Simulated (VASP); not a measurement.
A run of VASP 6.6.1 is set up as follows.

The input INCAR:

```
SYSTEM = Rh
PREC = Accurate
ENCUT = 520
EDIFF = 1E-6
ISMEAR = -1
SIGMA = 0.05
LREAL = .False.
LASPH = .True.
NELM = 150
ALGO = Normal
ISIF = 2
LWAVE = .False.
LCHARG = .True.
ISPIN = 2
MAGMOM = 1
LORBIT = 11
LMAXMIX = 4
GGA = PE
LELF = .True.
LVHAR = .True.
NBANDS = 18
```

The input KPOINTS:

```
Automatic mesh
0
Gamma
  23 23 23
  0 0 0
```

The input POSCAR:

```
Rh
1.0
    0.0000000000      1.9889556428      1.9889556428
    1.9889556428      0.0000000000      1.9889556428
    1.9889556428      1.9889556428      0.0000000000
Rh
1
Direct
    0.0000000000      0.0000000000      0.0000000000
```

Potentials or basis: VASP PAW PBE potentials, release 64 (Rh_pv).

Command:

```console
$ cat potpaw_PBE.64/Rh_pv/POTCAR > POTCAR
$ mpirun -np 1 vasp_std > vasp.out
```

Q: Predict the pressure.

A: -21.6 GPa.

Q: Predict the net moment.

A: 0.00 μB per cell.

Caveat: the cell stands under tension.
